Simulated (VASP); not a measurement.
# CdSe (F-43m) in VASP: notebook

Aim: see how the results for CdSe move with the level of theory and the settings. Levels: RPBE, revPBE+D3(BJ). Tasks: single point.

Program: VASP 6.6.1. These are calculated values, not measurements. Logs are shortened: lines on timing, memory, paths and dates and some standing lists are left out, and cuts for length are marked.

## Step 1: The cell of the first run

Symmetry: F-43m, No. 216, cubic system. The conventional cell has a = 6.015 Å, b = 6.015 Å, c = 6.015 Å, α = 90.00°, β = 90.00°, γ = 90.00°. Within 3.4 Å of Cd (site symmetry -43m) lie 4 Se at 2.60 Å. Within 3.4 Å of Se (site symmetry -43m) lie 4 Cd at 2.60 Å.

## Step 2: Single point, RPBE

INCAR reads:

```
SYSTEM = CdSe
PREC = Accurate
ENCUT = 520
EDIFF = 1E-7
ISMEAR = -1
SIGMA = 0.05
LREAL = .False.
LASPH = .True.
NELM = 100
ALGO = Normal
ISIF = 2
LWAVE = .False.
LCHARG = .False.
GGA = RP
NBANDS = 16
```

KPOINTS reads:

```
regular mesh
0
Gamma
  8 8 8
  0 0 0
```

POSCAR reads:

```
CdSe
1.0
    0.0000000000      3.0075950161      3.0075950161
    3.0075950161      0.0000000000      3.0075950161
    3.0075950161      3.0075950161      0.0000000000
Cd Se
1 1
Direct
    0.0000000000      0.0000000000      0.0000000000
    0.2500000000      0.2500000000      0.2500000000
```

Potentials or basis: VASP PAW PBE potentials, release 64 (Cd, Se).

The run is started by

```console
$ cat potpaw_PBE.64/Cd/POTCAR potpaw_PBE.64/Se/POTCAR > POTCAR
$ mpirun -np 1 vasp_std > vasp.out
```

OUTCAR:

```text
SYSTEM = CdSe
   PREC = Accurate
   ENCUT = 520
   EDIFF = 1E-7
   ISMEAR = -1
   LREAL = .False.
   LASPH = .True.
   NELM = 100
   ISIF = 2
   GGA = RP

 ion  position               nearest neighbor table
   1  0.000  0.000  0.000-   2 2.60   2 2.60   2 2.60   2 2.60
   2  0.250  0.250  0.250-   1 2.60   1 2.60   1 2.60   1 2.60

  LATTYP: Found a face centered cubic cell.
 ALAT       =     6.0151900322

  Lattice vectors:

 A1 = (   0.0000000000,   3.0075950161,   3.0075950161)
 A2 = (   3.0075950161,   0.0000000000,   3.0075950161)
 A3 = (   3.0075950161,   3.0075950161,   0.0000000000)

Analysis of symmetry for initial positions (statically):
=====================================================================
 Subroutine PRICEL returns:
 Original cell was already a primitive cell.

 Routine SETGRP: Setting up the symmetry group for a
 face centered cubic supercell.

 Subroutine GETGRP returns: Found 24 space group operations
 (whereof 24 operations were pure point group operations)
 out of a pool of 48 trial point group operations.

The static configuration has the point symmetry T_d .

Analysis of symmetry for dynamics (positions and initial velocities):
=====================================================================
 Subroutine PRICEL returns:
 Original cell was already a primitive cell.

 Routine SETGRP: Setting up the symmetry group for a
 face centered cubic supercell.

 Subroutine GETGRP returns: Found 24 space group operations
 (whereof 24 operations were pure point group operations)
 out of a pool of 48 trial point group operations.

The dynamic configuration has the point symmetry T_d .

 Subroutine INISYM returns: Found 24 space group operations
 (whereof 24 operations are pure point group operations),
 and found     1 'primitive' translations

----------------------------------------------------------------------------------------

                                     Primitive cell

  volume of cell :      54.4112

  direct lattice vectors                    reciprocal lattice vectors
     0.000000000  3.007595016  3.007595016    -0.166245787  0.166245787  0.166245787
     3.007595016  0.000000000  3.007595016     0.166245787 -0.166245787  0.166245787
     3.007595016  3.007595016  0.000000000     0.166245787  0.166245787 -0.166245787

  length of vectors
     4.253381662  4.253381662  4.253381662     0.287946149  0.287946149  0.287946149

[... 73 lines left out ...]
   ICHARG =      2    charge: 1-file 2-atom 10-const
   ISPIN  =      1    spin polarized calculation?
   LNONCOLLINEAR =      F non collinear calculations
   LSORBIT =      F    spin-orbit coupling
   LASPH  =      T    aspherical Exc in radial PAW
   ENCUT  =  520.0 eV  38.22 Ry    6.18 a.u.   7.91  7.91  7.91*2*pi/ulx,y,z
   NELM   =    100;   NELMIN=  2; NELMDL= -5     # of ELM steps
   EDIFF  = 0.1E-06   stopping-criterion for ELM
   LREAL  =      F    real-space projection
   EDIFFG = 0.1E-05   stopping-criterion for IOM
   NSW    =      0    number of steps for IOM
   IBRION =     -1    ionic relax: 0-MD 1-quasi-New 2-CG
   NFREE  =      0    steps in history (QN), initial steepest desc. (CG)
   ISIF   =      2    stress and relaxation
   ISYM   =      2    0-nonsym 1-usesym 2-fastsym
   POTIM  = 0.5000    time-step for ionic-motion
   TEBEG  =    0.0;   TEEND  =   0.0 temperature during run
   PSTRESS=    0.0 pullay stress
   NELECT =      18.0000    total number of electrons
   NUPDOWN=      -1.0000    fix difference up-down
   EMIN   =  10.00;   EMAX   =-10.00  energy-range for DOS
   EFERMI =   0.00;   METHOD = LEGACY
   ISMEAR =    -1;   SIGMA  =   0.05  broadening in eV -4-tet -1-fermi 0-gaus
   EFERMI_NEDOS =   21; number of points for ismear=-14 and -15
   IALGO  =     38    algorithm
   IMIX   =      4    mixing-type and parameters
     AMIX     =   0.40;   BMIX     =  1.00
     AMIX_MAG =   1.60;   BMIX_MAG =  1.00
  volume/ion in A,a.u.               =      27.21       183.59
  Fermi-wavevector in a.u.,A,eV,Ry     =   1.132234  2.139613 17.442050  1.281955
  Thomas-Fermi vector in A             =   2.268935
   LORBIT       =      0    0 simple, 1 ext, 2 COOP (PROOUT), +10 PAW based schemes
   GGA     = RP    functional components
   LHFCALC =     F    Hartree Fock is set to
   AEXX    =    0.0000 exact exchange contribution
   IVDW    =     0    specifies the selected vdW correction
   LEPSILON=     F    determine dielectric tensor
   LRPA    =     F    only Hartree local field effects (RPA)
 non-spin polarized calculation
  energy-cutoff  :      520.00
  volume of cell :       54.41
 maximum number of plane-waves:      1477
   NGX = 15   NGY = 15   NGZ = 15

 number of electron      17.9999992 magnetization

 Free energy of the ion-electron system (eV)
  ---------------------------------------------------
  ext. energy  EPLUGINS =         0.00000000
  ---------------------------------------------------
  free energy    TOTEN  =        -4.71943798 eV

  energy without entropy =       -4.71943638  energy(sigma->0) =       -4.71943718

 E-fermi :   1.7972     XC(G=0):  -8.8098

 val. band max:        1.3331561181   @ k =   0.0000   0.0000   0.0000
 cond. band min:       2.1869955039   @ k =   0.0000   0.0000   0.0000
 fundamental gap:      0.8538393858
 Fermi energy:         1.7971818828

 k-point     1 :       0.0000    0.0000    0.0000
  band No.  band energies     occupation
      1     -11.4074      2.00000
      2      -6.7228      2.00000
      3      -6.7228      2.00000
      4      -6.7228      2.00000
      5      -6.3135      2.00000
      6      -6.3135      2.00000
[... 433 lines left out ...]
      3      -6.5540      2.00000
      4      -6.3345      2.00000
      5      -6.2956      2.00000
      6      -5.8920      2.00000
[... 8 lines left out ...]
     15      13.2495      0.00000
     16      14.1963      0.00000

 [... further k-points ...]
[... 5 lines left out ...]
  --------------------------------------------------------------------------------------
  -------------------------------------------------------------------------------------
  Total        2.4926296      2.4926296      2.4926296      0.0000000     -0.0000000     -0.0000000
  in kB       73.3973320     73.3973320     73.3973320      0.0000000     -0.0000000     -0.0000000
  external PRESSURE =      73.3973320 kB  Pullay stress =       0.0000000 kB

 VOLUME and BASIS-vectors are now :
 -----------------------------------------------------------------------------
  energy-cutoff  :      520.00
  volume of cell :       54.41
      direct lattice vectors                 reciprocal lattice vectors
     0.000000000  3.007595016  3.007595016    -0.166245787  0.166245787  0.166245787
     3.007595016  0.000000000  3.007595016     0.166245787 -0.166245787  0.166245787
     3.007595016  3.007595016  0.000000000     0.166245787  0.166245787 -0.166245787

 POSITION                                       TOTAL-FORCE (eV/Angst)
 -----------------------------------------------------------------------------------
      0.00000      0.00000      0.00000        -0.000000      0.000000      0.000000
      1.50380      1.50380      1.50380         0.000000      0.000000      0.000000
 -----------------------------------------------------------------------------------
    total drift:                               -0.000001     -0.000001     -0.000001

  FREE ENERGIE OF THE ION-ELECTRON SYSTEM (eV)
  ---------------------------------------------------
  free  energy   TOTEN  =        -4.7194379819 eV

  energy  without entropy=       -4.7194363750  energy(sigma->0) =       -4.71943718
```

stdout:

```text
POSCAR found type information on POSCAR CdSe
 POSCAR found :  2 types and       2 ions
 scaLAPACK will be used
 -----------------------------------------------------------------------------
|                                                                             |
|                                                                             |
|     You enforced a specific xc type in the INCAR file but a different       |
|     I HOPE YOU KNOW WHAT YOU ARE DOING!                                     |
|                                                                             |
 -----------------------------------------------------------------------------

 LDA part: xc-table for (Slater+PW92), standard interpolation
 POSCAR, INCAR and KPOINTS ok, starting setup
 FFT: planning ... GRIDC
 FFT: planning ... GRID_SOFT
 FFT: planning ... GRID
 WAVECAR not read
 entering main loop
```

Run time: 52 s. Hardware: 1 thread of AMD EPYC 7R13, shared host; peak memory 0.16 GiB.

What came out:

- Free energy: -4.7194 eV
- Pressure: 7.3 GPa
- Band gap on the k mesh: 0.85 eV, direct

Levels at points of the mesh, in eV from the valence-band top:
| k point | band 7 | band 8 | band 9 | band 10 | band 11 | band 12 |
| --- | --- | --- | --- | --- | --- | --- |
| (0.00, 0.00, 0.00) | 0.00 | 0.00 | 0.00 | 0.85 | 6.01 | 6.01 |
| (0.50, 0.00, 0.00) | -4.53 | -0.79 | -0.79 | 2.57 | 6.53 | 6.53 |
| (0.50, 0.50, 0.00) | -4.19 | -1.95 | -1.95 | 3.25 | 3.89 | 9.48 |

Caveat: the PAW data sets were made with another functional, which shifts forces and pressure a little.

## Step 3: Single point, RPBE

This run uses another cell than the first one, of 27.78 Å³/atom, 1.021 times its volume.

INCAR reads:

```
SYSTEM = CdSe
ALGO     = Normal         ! electronic algorithm
EDIFF    = 1E-7           ! SCF threshold, eV
ENCUT    = 520            ! plane-wave cutoff, eV
GGA      = RP             ! functional
ISIF     = 2              ! what is computed and relaxed
ISMEAR   = -1             ! smearing method
LASPH    = .True.         ! aspherical terms in the spheres
LCHARG   = .True.         ! write CHGCAR
LELF     = .True.         ! ELF
LREAL    = .False.        ! projectors in reciprocal space
LVHAR    = .True.       
LWAVE    = .False.        ! write WAVECAR
NBANDS   = 16             ! bands
NELM     = 60             ! most SCF steps
PREC     = Accurate       ! precision mode
SIGMA    = 0.05           ! smearing width, eV
```

KPOINTS reads:

```
k-points
0
Gamma
  8 8 8
  0 0 0
```

POSCAR reads:

```
CdSe
1.0
    0.0000000000      3.0287759606      3.0287759606
    3.0287759606      0.0000000000      3.0287759606
    3.0287759606      3.0287759606      0.0000000000
Cd Se
1 1
Direct
    0.0000000000      0.0000000000      0.0000000000
    0.2500000000      0.2500000000      0.2500000000
```

Potentials or basis: VASP PAW PBE potentials, release 64 (Cd, Se).

The run is started by

```console
$ cat potpaw_PBE.64/Cd/POTCAR potpaw_PBE.64/Se/POTCAR > POTCAR
$ mpirun -np 1 vasp_std > vasp.out
```

It took 56 s on 1 thread of AMD EPYC 7R13, shared host; peak memory 0.16 GiB.

Results (log left out):

| Quantity | Value |
| --- | --- |
| Free energy | -4.7672 eV |
| Pressure | 5.9 GPa |
| Band gap on the k mesh | 0.81 eV, direct |

Levels at points of the mesh, in eV from the valence-band top:
```tsv
k point	band 6	band 7	band 8	band 9	band 10	band 11	band 12	band 13
(0.00, 0.00, 0.00)	-7.59	0.00	0.00	0.00	0.81	6.01	6.01	6.01
(0.50, 0.00, 0.00)	-7.28	-4.40	-0.76	-0.76	2.54	6.53	6.53	7.67
(0.50, 0.50, 0.00)	-7.21	-4.09	-1.87	-1.87	3.29	3.87	9.38	10.41
```

Caveat: the PAW data sets were made with another functional, which shifts forces and pressure a little.

## Step 4: Single point, revPBE+D3(BJ)

INCAR reads:

```
ALGO     = Normal         # electronic algorithm
EDIFF    = 1E-6           # SCF threshold, eV
ENCUT    = 520            # plane-wave cutoff, eV
GGA      = RE             # functional
ISIF     = 2              # what is computed and relaxed
ISMEAR   = -1             # smearing method
IVDW     = 12             # dispersion correction
LASPH    = T              # aspherical terms in the spheres
LCHARG   = T              # write CHGCAR
LELF     = T              # ELF
LREAL    = F              # projectors in reciprocal space
LVHAR    = T            
LWAVE    = F              # write WAVECAR
NBANDS   = 16             # bands
NELM     = 80             # most SCF steps
PREC     = Accurate       # precision mode
SIGMA    = 0.05           # smearing width, eV
```

KPOINTS reads:

```
k-points
0
Gamma
  8 8 8
```

POSCAR reads:

```
CdSe
1.0
    0.0000000000      3.0075950161      3.0075950161
    3.0075950161      0.0000000000      3.0075950161
    3.0075950161      3.0075950161      0.0000000000
Cd Se
1 1
Direct
    0.0000000000      0.0000000000      0.0000000000
    0.2500000000      0.2500000000      0.2500000000
```

The run is started by

```console
$ cat potpaw_PBE.64/Cd/POTCAR potpaw_PBE.64/Se/POTCAR > POTCAR
$ mpirun -np 1 vasp_std > vasp.out
```

Wall time 49 s (1 thread of AMD EPYC 7R13, shared host); peak memory 0.17 GiB.

Results (log left out):

```
Free energy                : -6.0832 eV
Pressure                   : 2.4 GPa
Band gap on the k mesh     : 0.81 eV, direct
Dispersion energy per atom : -0.636 eV
```

Levels at points of the mesh, in eV from the valence-band top:
```tsv
k point	band 5	band 6	band 7	band 8	band 9	band 10	band 11	band 12	band 13	band 14
(0.00, 0.00, 0.00)	-7.65	-7.65	0.00	0.00	0.00	0.81	5.99	5.99	5.99	10.11
(0.50, 0.00, 0.00)	-7.62	-7.32	-4.55	-0.79	-0.79	2.53	6.51	6.51	7.67	10.32
(0.50, 0.50, 0.00)	-7.58	-7.25	-4.20	-1.95	-1.95	3.20	3.86	9.43	10.50	10.50
```

Caveat: the PAW data sets were made with another functional, which shifts forces and pressure a little.

## Step 5: Single point, revPBE+D3(BJ)

This run uses another cell than the first one, of 27.78 Å³/atom, 1.021 times its volume.

INCAR reads:

```
SYSTEM = CdSe
PREC = Accurate ; ENCUT = 520
EDIFF = 1E-6 ; ISMEAR = -1
SIGMA = 0.05 ; LREAL = .False.
LASPH = .True. ; NELM = 60
ALGO = Normal ; ISIF = 2
LWAVE = .False. ; LCHARG = .False.
GGA = RE ; IVDW = 12
NBANDS = 16
```

KPOINTS reads:

```
Automatic mesh
0
Gamma
  8 8 8
  0 0 0
```

POSCAR reads:

```
CdSe
1.0
    0.0000000000      3.0287759606      3.0287759606
    3.0287759606      0.0000000000      3.0287759606
    3.0287759606      3.0287759606      0.0000000000
Cd Se
1 1
Direct
    0.0000000000      0.0000000000      0.0000000000
    0.2500000000      0.2500000000      0.2500000000
```

The run is started by

```console
$ cat potpaw_PBE.64/Cd/POTCAR potpaw_PBE.64/Se/POTCAR > POTCAR
$ mpirun -np 1 vasp_std > vasp.out
```

It took 46 s on 1 thread of AMD EPYC 7R13, shared host; peak memory 0.17 GiB.

The run converged. Its results:

| Item | Value |
| --- | --- |
| Free energy | -6.0958 eV |
| Pressure | 1.1 GPa |
| Band gap on the k mesh | 0.76 eV, direct |
| Dispersion energy per atom | -0.620 eV |

Levels at points of the mesh, in eV from the valence-band top:
```
           k point  band 5  band 6  band 7  band 8  band 9  band 10  band 11  band 12  band 13  band 14
(0.00, 0.00, 0.00)   -7.59   -7.59    0.00    0.00    0.00     0.76     5.99     5.99     5.99    10.03
(0.50, 0.00, 0.00)   -7.57   -7.29   -4.42   -0.76   -0.76     2.51     6.51     6.51     7.61    10.26
(0.50, 0.50, 0.00)   -7.53   -7.22   -4.10   -1.88   -1.88     3.24     3.84     9.32    10.38    10.38
```

Caveat: the PAW data sets were made with another functional, which shifts forces and pressure a little.

## Step 6: Overview

| level | cell | gap on the mesh (eV) | pressure (GPa) |
| --- | --- | --- | --- |
| RPBE | a = 4.253 Å, angles 60.0°, 2 atoms | 0.85 | 7.3 |
| RPBE | a = 4.283 Å, angles 60.0°, 2 atoms | 0.81 | 5.9 |
| revPBE+D3(BJ) | a = 4.253 Å, angles 60.0°, 2 atoms | 0.81 | 2.4 |
| revPBE+D3(BJ) | a = 4.283 Å, angles 60.0°, 2 atoms | 0.76 | 1.1 |

Alike in all rows: task single point; potentials or basis VASP PAW PBE potentials, release 64 (Cd, Se); no spin polarisation; k mesh 8 × 8 × 8; cutoff (eV) 520; smearing fermi-dirac 0.05 eV.

Caveats: the PAW data sets were made with another functional, which shifts forces and pressure a little.

Absolute energies hang on the potentials; compare differences alone.
